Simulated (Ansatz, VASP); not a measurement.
## Eu: VASP beside Ansatz

```xyz
1
Lattice="-2.1925 2.1925 2.1925 2.1925 -2.1925 2.1925 2.1925 2.1925 -2.1925" Properties=species:S:1:pos:R:3 pbc="T T T"
Eu    0.0000    0.0000    0.0000
```

Alike in both runs: functional PBE; k mesh 14 × 14 × 14; occupations gaussian, width 0.1 eV; collinear spin.

Ansatz relaxed the structure, and its values are those at the end. VASP's run is a single point on that final structure, the one shown.

```csv
,VASP,Ansatz
version,VASP 6.6.1,Ansatz 0.2.0
potentials or method,"VASP PAW PBE potentials, release 64 (Eu), cutoff 520 eV","scalar-relativistic, plane waves, PAW"
valence electrons in the cell,17,17
```

|  | VASP | Ansatz | Ansatz less VASP |
| --- | --- | --- | --- |
| gap on the k mesh at the Fermi level (eV) | none | none | - |
| pressure (GPa) | -0.2 | 0.0 | +0.24 |
| net moment per atom (μB) | 7.25 | 7.25 | +0.009 |
| size of the moment on the site where the two differ most (μB) | 6.66 | 7.01 | +0.347 |

Site moments also hang on the region over which each program counts them. A gap of «none» marks a metal or a gap that the smearing closes. Ansatz's warnings: given moment on shells.

Spin-orbit coupling is off throughout.
